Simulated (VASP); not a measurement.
# Ti (P6/mmm) in VASP: further runs

Runs on Ti. Level: PBE. Tasks: single point.

All numbers are computed with VASP 6.6.1; they aren't measurements. Logs are shortened: lines on timing, memory, paths and dates and some standing lists are left out, and cuts for length are marked.

### 1 The cell of the first run

It takes space group P6/mmm (No. 191, hexagonal). Conventional cell: a = 4.716 Å, b = 4.716 Å, c = 2.719 Å, α = 90.00°, β = 90.00°, γ = 120.00°. Ti (site symmetry 6/mmm) has 14 Ti at 2.72 to 3.04 Å within 3.6 Å. Within 3.6 Å of Ti (site symmetry -6m2) lie 11 Ti at 2.72 to 3.04 Å.

This isn't the form of Ti at room conditions, which is hcp.

### 2 Single point, PBE

File INCAR:

```
SYSTEM = Ti
ALGO = Fast
EDIFF = 1E-6
ENCUT = 520
GGA = PE
ISIF = 2
ISMEAR = 0
LASPH = .TRUE.
LCHARG = .FALSE.
LREAL = .FALSE.
LWAVE = .FALSE.
NBANDS = 25
NELM = 100
PREC = Accurate
SIGMA = 0.15
```

File KPOINTS:

```
k-points
0
G
  12 12 14
  0 0 0
```

File POSCAR:

```
Ti
1.0
    4.7165000000      0.0000000000      0.0000000000
   -2.3582500000      4.0846088169      0.0000000000
    0.0000000000      0.0000000000      2.7185000000
Ti
3
Direct
    0.0000000000      0.0000000000      0.0000000000
    0.3333333333      0.6666666667      0.5000000000
    0.6666666667      0.3333333333      0.5000000000
```

Potentials or basis: VASP PAW PBE potentials, release 64 (Ti_sv).

The run is started by

```sh
$ cat potpaw_PBE.64/Ti_sv/POTCAR > POTCAR
$ mpirun -np 1 vasp_std > vasp.out
```

OUTCAR:

```text
SYSTEM = Ti
   EDIFF = 1E-6
   ENCUT = 520
   GGA = PE
   ISIF = 2
   ISMEAR = 0
   LASPH = .TRUE.
   LREAL = .FALSE.
   NELM = 100
   PREC = Accurate

 ion  position               nearest neighbor table
   1  0.000  0.000  0.000-
   2  0.333  0.667  0.500-   3 2.72   3 2.72   3 2.72
   3  0.667  0.333  0.500-   2 2.72   2 2.72   2 2.72

  LATTYP: Found a hexagonal cell.
 ALAT       =     4.7165000000
 C/A-ratio  =     0.5763807908

  Lattice vectors:

 A1 = (   4.7165000000,   0.0000000000,   0.0000000000)
 A2 = (  -2.3582500000,   4.0846088169,   0.0000000000)
 A3 = (   0.0000000000,   0.0000000000,   2.7185000000)

Analysis of symmetry for initial positions (statically):
=====================================================================
 Subroutine PRICEL returns:
 Original cell was already a primitive cell.

 Routine SETGRP: Setting up the symmetry group for a
 hexagonal supercell.

 Subroutine GETGRP returns: Found 24 space group operations
 (whereof 24 operations were pure point group operations)
 out of a pool of 24 trial point group operations.

The static configuration has the point symmetry D_6h.

Analysis of symmetry for dynamics (positions and initial velocities):
=====================================================================
 Subroutine PRICEL returns:
 Original cell was already a primitive cell.

 Routine SETGRP: Setting up the symmetry group for a
 hexagonal supercell.

 Subroutine GETGRP returns: Found 24 space group operations
 (whereof 24 operations were pure point group operations)
 out of a pool of 24 trial point group operations.

The dynamic configuration has the point symmetry D_6h.

 Subroutine INISYM returns: Found 24 space group operations
 (whereof 24 operations are pure point group operations),
 and found     1 'primitive' translations

----------------------------------------------------------------------------------------

                                     Primitive cell

  volume of cell :      52.3721

  direct lattice vectors                    reciprocal lattice vectors
     4.716500000  0.000000000  0.000000000     0.212021626  0.122410743  0.000000000
    -2.358250000  4.084608817  0.000000000     0.000000000  0.244821486  0.000000000
     0.000000000  0.000000000  2.718500000     0.000000000  0.000000000  0.367849917

  length of vectors
     4.716500000  4.716500000  2.718500000     0.244821486  0.244821486  0.367849917

  position of ions in fractional coordinates (direct lattice)
     0.000000000  0.000000000  0.000000000
     0.333333333  0.666666667  0.500000000
     0.666666667  0.333333333  0.500000000

  ion indices of the primitive-cell ions
   primitive index   ion index
                 1           1
                 2           2
                 3           3

----------------------------------------------------------------------------------------

 KPOINTS: k-points

Automatic generation of k-mesh.
 Grid dimensions read from file:
 generate k-points for:   12   12   14

 Generating k-lattice:

  Cartesian coordinates                     Fractional coordinates (reciprocal lattice)
     0.017668469  0.010200895  0.000000000     0.083333333 -0.000000000  0.000000000
     0.000000000  0.020401790  0.000000000     0.000000000  0.083333333  0.000000000
     0.000000000  0.000000000  0.026274994     0.000000000  0.000000000  0.071428571

  Length of vectors
     0.020401790  0.020401790  0.026274994

  Shift w.r.t. Gamma in fractional coordinates (k-lattice)
     0.000000000  0.000000000  0.000000000

 Subroutine IBZKPT returns following result:
 ===========================================

 Found    152 irreducible k-points:

 Following reciprocal coordinates:
            Coordinates               Weight
  0.000000  0.000000  0.000000      1.000000
  0.083333  0.000000  0.000000      6.000000
  0.166667 -0.000000  0.000000      6.000000
  0.250000 -0.000000  0.000000      6.000000
  0.333333 -0.000000  0.000000      6.000000
  0.416667  0.000000  0.000000      6.000000
[... 16 lines left out ...]
  0.250000 -0.000000  0.071429     12.000000
  0.333333 -0.000000  0.071429     12.000000
 [... further k-points ...]
   k-points           NKPTS =    152   k-points in BZ     NKDIM =    152   number of bands    NBANDS=     25
   number of dos      NEDOS =    301   number of ions     NIONS =      3
   total plane-waves  NPLWV =  25920
   dimension x,y,z NGX =    36 NGY =   36 NGZ =   20
   dimension x,y,z NGXF=    72 NGYF=   72 NGZF=   40
   ions per type =               3
   NGX,Y,Z   is equivalent  to a cutoff of  12.69, 12.69, 12.23 a.u.
   NGXF,Y,Z  is equivalent  to a cutoff of  25.38, 25.38, 24.46 a.u.
 SYSTEM =  Ti
   PREC   = accura    normal or accurate (medium, high low for compatibility)
   ISTART =      0    job   : 0-new  1-cont  2-samecut
   ICHARG =      2    charge: 1-file 2-atom 10-const
   ISPIN  =      1    spin polarized calculation?
   LNONCOLLINEAR =      F non collinear calculations
   LSORBIT =      F    spin-orbit coupling
   LASPH  =      T    aspherical Exc in radial PAW
   ENCUT  =  520.0 eV  38.22 Ry    6.18 a.u.   8.77  8.77  5.05*2*pi/ulx,y,z
   NELM   =    100;   NELMIN=  2; NELMDL= -5     # of ELM steps
   EDIFF  = 0.1E-05   stopping-criterion for ELM
   LREAL  =      F    real-space projection
   EDIFFG = 0.1E-04   stopping-criterion for IOM
   NSW    =      0    number of steps for IOM
   IBRION =     -1    ionic relax: 0-MD 1-quasi-New 2-CG
   NFREE  =      0    steps in history (QN), initial steepest desc. (CG)
   ISIF   =      2    stress and relaxation
   ISYM   =      2    0-nonsym 1-usesym 2-fastsym
   POTIM  = 0.5000    time-step for ionic-motion
   TEBEG  =    0.0;   TEEND  =   0.0 temperature during run
   PSTRESS=    0.0 pullay stress
   NELECT =      36.0000    total number of electrons
   NUPDOWN=      -1.0000    fix difference up-down
   EMIN   =  10.00;   EMAX   =-10.00  energy-range for DOS
   EFERMI =   0.00;   METHOD = LEGACY
   ISMEAR =     0;   SIGMA  =   0.15  broadening in eV -4-tet -1-fermi 0-gaus
   EFERMI_NEDOS =   21; number of points for ismear=-14 and -15
   IALGO  =     68    algorithm
   IMIX   =      4    mixing-type and parameters
     AMIX     =   0.40;   BMIX     =  1.00
     AMIX_MAG =   1.60;   BMIX_MAG =  1.00
  volume/ion in A,a.u.               =      17.46       117.81
  Fermi-wavevector in a.u.,A,eV,Ry     =   1.444805  2.730285 28.401622  2.087460
  Thomas-Fermi vector in A             =   2.563058
   LORBIT       =      0    0 simple, 1 ext, 2 COOP (PROOUT), +10 PAW based schemes
   GGA     = PE    functional components
   LHFCALC =     F    Hartree Fock is set to
   AEXX    =    0.0000 exact exchange contribution
   IVDW    =     0    specifies the selected vdW correction
   LEPSILON=     F    determine dielectric tensor
   LRPA    =     F    only Hartree local field effects (RPA)
 non-spin polarized calculation
 RMM-DIIS sequential band-by-band and
 Gauss-broadening in eV      SIGMA  =   0.15
  energy-cutoff  :      520.00
  volume of cell :       52.37
 maximum number of plane-waves:      1444
 NGX is ok and might be reduce to    36

 number of electron      36.0000015 magnetization

 Free energy of the ion-electron system (eV)
  ---------------------------------------------------
  ext. energy  EPLUGINS =         0.00000000
  ---------------------------------------------------
  free energy    TOTEN  =       -23.43211774 eV

  energy without entropy =      -23.39447906  energy(sigma->0) =      -23.41329840

 E-fermi :   8.0598     XC(G=0): -11.4729

 val. band max:        8.0501178178   @ k =   0.0833   0.0833   0.0000
 cond. band min:       8.0666024525   @ k =   0.2500  -0.0000   0.0000
 fundamental gap:      0.0164846348
 Fermi energy:         8.0598239347

 k-point     1 :       0.0000    0.0000    0.0000
  band No.  band energies     occupation
      1     -48.7261      2.00000
      2     -48.5046      2.00000
      3     -48.3875      2.00000
      4     -25.0288      2.00000
      5     -25.0288      2.00000
      6     -24.9096      2.00000
[... 17 lines left out ...]
     24      10.4223      0.00000
     25      10.4283      0.00000

 k-point     2 :       0.0833    0.0000    0.0000
  band No.  band energies     occupation
      1     -48.7253      2.00000
      2     -48.5034      2.00000
      3     -48.3895      2.00000
      4     -25.0450      2.00000
      5     -25.0411      2.00000
      6     -24.8926      2.00000
[... 17 lines left out ...]
     24      10.2149      0.00000
     25      10.5831      0.00000

 k-point     3 :       0.1667   -0.0000    0.0000
  band No.  band energies     occupation
      1     -48.7233      2.00000
      2     -48.4998      2.00000
      3     -48.3952      2.00000
      4     -25.0772      2.00000
      5     -25.0570      2.00000
      6     -24.8580      2.00000
[... 17 lines left out ...]
     24      10.1201      0.00000
     25      10.7846      0.00000

 k-point     4 :       0.2500   -0.0000    0.0000
  band No.  band energies     occupation
      1     -48.7207      2.00000
      2     -48.4939      2.00000
      3     -48.4040      2.00000
      4     -25.1093      2.00000
      5     -25.0582      2.00000
      6     -24.8224      2.00000
[... 17 lines left out ...]
     24      10.0982      0.00000
     25      10.9763      0.00000
[... 477 lines left out ...]
 k-point    22 :       0.1667   -0.0000    0.0714
  band No.  band energies     occupation
      1     -48.7188      2.00000
      2     -48.4959      2.00000
      3     -48.3910      2.00000
      4     -25.0702      2.00000
      5     -25.0508      2.00000
      6     -24.8555      2.00000
[... 17 lines left out ...]
     24      10.0412      0.00000
     25      10.7982      0.00000

 k-point    23 :       0.2500   -0.0000    0.0714
  band No.  band energies     occupation
      1     -48.7163      2.00000
      2     -48.4899      2.00000
      3     -48.3999      2.00000
      4     -25.1016      2.00000
      5     -25.0524      2.00000
      6     -24.8211      2.00000
[... 17 lines left out ...]
     24      10.0081      0.00000
     25      11.0083      0.00000

 k-point    24 :       0.3333   -0.0000    0.0714
  band No.  band energies     occupation
      1     -48.7138      2.00000
      2     -48.4818      2.00000
      3     -48.4106      2.00000
      4     -25.1268      2.00000
      5     -25.0371      2.00000
      6     -24.7927      2.00000
[... 17 lines left out ...]
     24      10.1161      0.00000
     25      11.0612      0.00000

 [... further k-points ...]
[... 5 lines left out ...]
  --------------------------------------------------------------------------------------
  -------------------------------------------------------------------------------------
  Total       -1.9082945     -1.9082945      2.2032372      0.0000000     -0.0000000      0.0000000
  in kB      -58.3789578    -58.3789578     67.4019082      0.0000000     -0.0000000      0.0000000
  external PRESSURE =     -16.4520025 kB  Pullay stress =       0.0000000 kB

 VOLUME and BASIS-vectors are now :
 -----------------------------------------------------------------------------
  energy-cutoff  :      520.00
  volume of cell :       52.37
      direct lattice vectors                 reciprocal lattice vectors
     4.716500000  0.000000000  0.000000000     0.212021626  0.122410743  0.000000000
    -2.358250000  4.084608817  0.000000000     0.000000000  0.244821486  0.000000000
     0.000000000  0.000000000  2.718500000     0.000000000  0.000000000  0.367849917

 POSITION                                       TOTAL-FORCE (eV/Angst)
 -----------------------------------------------------------------------------------
      0.00000      0.00000      0.00000        -0.000000      0.000000     -0.000000
     -0.00000      2.72307      1.35925        -0.000000      0.000000      0.000000
      2.35825      1.36154      1.35925         0.000000      0.000000     -0.000000
 -----------------------------------------------------------------------------------
    total drift:                                0.000000      0.000000     -0.000000

  FREE ENERGIE OF THE ION-ELECTRON SYSTEM (eV)
  ---------------------------------------------------
  free  energy   TOTEN  =       -23.4321177440 eV

  energy  without entropy=      -23.3944790642  energy(sigma->0) =      -23.41329840
```

It took 20 min on 1 thread of Intel Xeon 8259CL, shared host; peak memory 0.28 GiB.

What came out:

* Free energy: -23.4321 eV
* Pressure: -1.6 GPa
* Band gap on the k mesh: zero (bands 18 and 19 overlap by 0.34 eV)

Caveat: the stress differs along the axes, from -6 to 7 GPa.

### 3 Single point, PBE

This run uses another cell than the first one, of the same volume but with other edges.

File INCAR:

```
SYSTEM = Ti
  PREC = Accurate
  ENCUT = 520
  EDIFF = 1E-6
  ISMEAR = 0
  SIGMA = 0.15
  LREAL = .FALSE.
  LASPH = .TRUE.
  NELM = 80
  ALGO = Fast
  ISIF = 2
  LWAVE = .FALSE.
  LCHARG = .TRUE.
  GGA = PE
  LELF = .TRUE.
  LVHAR = .TRUE.
  NBANDS = 25
```

File KPOINTS:

```
regular mesh
0
G
  12 12 14
  0 0 0
```

File POSCAR:

```
Ti
1.0
    4.3654000000      0.0000000000      0.0000000000
   -2.1827000000      3.7805472977      0.0000000000
    0.0000000000      0.0000000000      3.1716000000
Ti
3
Direct
    0.0000000000      0.0000000000      0.0000000000
    0.3333333333      0.6666666667      0.5000000000
    0.6666666667      0.3333333333      0.5000000000
```

Potentials or basis: VASP PAW PBE potentials, release 64 (Ti_sv).

The run is started by

```sh
$ cat potpaw_PBE.64/Ti_sv/POTCAR > POTCAR
$ mpirun -np 1 vasp_std > vasp.out
```

Run time: 10 min. Hardware: 1 thread of Intel Xeon 8259CL, shared host; peak memory 0.27 GiB.

The run converged. Its results:

```yaml
Free_energy: -23.0996 eV
Pressure: -1.7 GPa
Band_gap_on_the_k_mesh: zero (bands 18 and 19 overlap by 0.47 eV)
```

Stress tensor (GPa, compression positive):
```
  5.08   0.00   0.00
  0.00   5.08   0.00
  0.00   0.00 -15.17
```

Levels at points of the mesh, in eV from the Fermi level:
| k point | band 15 | band 16 | band 17 | band 18 | band 19 | band 20 | band 21 | band 22 |
| --- | --- | --- | --- | --- | --- | --- | --- | --- |
| (0.00, 0.00, 0.00) | -0.47 | -0.47 | -0.37 | -0.37 | 0.85 | 1.00 | 1.00 | 1.09 |
| (0.50, 0.00, 0.00) | -2.50 | -0.43 | -0.11 | -0.10 | -0.03 | 0.42 | 1.00 | 1.13 |
| (0.00, 0.00, 0.50) | -1.98 | -1.98 | -1.59 | -1.59 | 1.10 | 1.10 | 1.59 | 1.59 |
| (0.50, 0.00, 0.50) | -1.45 | -1.27 | -1.14 | -0.84 | 0.51 | 0.63 | 0.63 | 0.94 |

Caveat: the stress differs along the axes, from -15 to 5 GPa.

### 4 Single point, PBE

This run uses another cell than the first one, of 15.69 Å³/atom.

File INCAR:

```
SYSTEM = Ti
ALGO = Fast
EDIFF = 1E-6
ENCUT = 520
GGA = PE
ISIF = 2
ISMEAR = 0
LASPH = .True.
LCHARG = .False.
LREAL = .False.
LWAVE = .False.
NBANDS = 25
NELM = 100
PREC = Accurate
SIGMA = 0.15
```

File KPOINTS:

```
k-points
0
Gamma
  12 12 14
  0 0 0
```

File POSCAR:

```
Ti
1.0
    4.6707000000      0.0000000000      0.0000000000
   -2.3353500000      4.0449448535      0.0000000000
    0.0000000000      0.0000000000      2.4920000000
Ti
3
Direct
    0.0000000000      0.0000000000      0.0000000000
    0.3333333333      0.6666666667      0.5000000000
    0.6666666667      0.3333333333      0.5000000000
```

The run is started by

```sh
$ cat potpaw_PBE.64/Ti_sv/POTCAR > POTCAR
$ mpirun -np 1 vasp_std > vasp.out
```

It took 11 min on 1 thread of Intel Xeon 8259CL, shared host; peak memory 0.27 GiB.

The run converged. Its results:

* Free energy: -23.0635 eV
* Pressure: 11.8 GPa
* Band gap on the k mesh: zero (bands 18 and 19 overlap by 1.02 eV)

Stress tensor (GPa, compression positive):
```
 9.22  0.00  0.00
 0.00  9.22  0.00
 0.00  0.00 16.87
```

Levels at points of the mesh, in eV from the Fermi level:
| k point | band 15 | band 16 | band 17 | band 18 | band 19 | band 20 | band 21 | band 22 |
| --- | --- | --- | --- | --- | --- | --- | --- | --- |
| (0.00, 0.00, 0.00) | -0.86 | -0.86 | -0.83 | -0.83 | -0.72 | -0.11 | 1.28 | 1.28 |
| (0.50, 0.00, 0.00) | -2.78 | -0.84 | -0.78 | -0.50 | -0.19 | -0.17 | 0.78 | 2.56 |
| (0.00, 0.00, 0.50) | -1.69 | -1.69 | -1.29 | -0.65 | 0.54 | 0.54 | 1.71 | 1.71 |
| (0.50, 0.00, 0.50) | -2.07 | -1.29 | -0.60 | 0.10 | 0.28 | 1.42 | 1.42 | 1.80 |

Caveat: the stress differs along the axes, from 9 to 17 GPa.

### 5 Overview

```csv
cell,gap on the mesh (eV),pressure (GPa)
"a = 4.716, b = 4.716, c = 2.719 Å, angles 90.0, 90.0, 120.0°, 3 atoms",none,-1.6
"a = 4.365, b = 4.365, c = 3.172 Å, angles 90.0, 90.0, 120.0°, 3 atoms",none,-1.7
"a = 4.671, b = 4.671, c = 2.492 Å, angles 90.0, 90.0, 120.0°, 3 atoms",none,11.8
```

Alike in all rows: task single point; level PBE; potentials or basis VASP PAW PBE potentials, release 64 (Ti_sv); no spin polarisation; k mesh 12 × 12 × 14; cutoff (eV) 520; smearing gaussian 0.15 eV.

Caveats: the stress differs along the axes, from -6 to 7 GPa (at least some runs); the stress differs along the axes, from -15 to 5 GPa (at least some runs); the stress differs along the axes, from 9 to 17 GPa (at least some runs).

Total energies depend on the potentials used, so only differences within one code and one set of settings carry meaning.
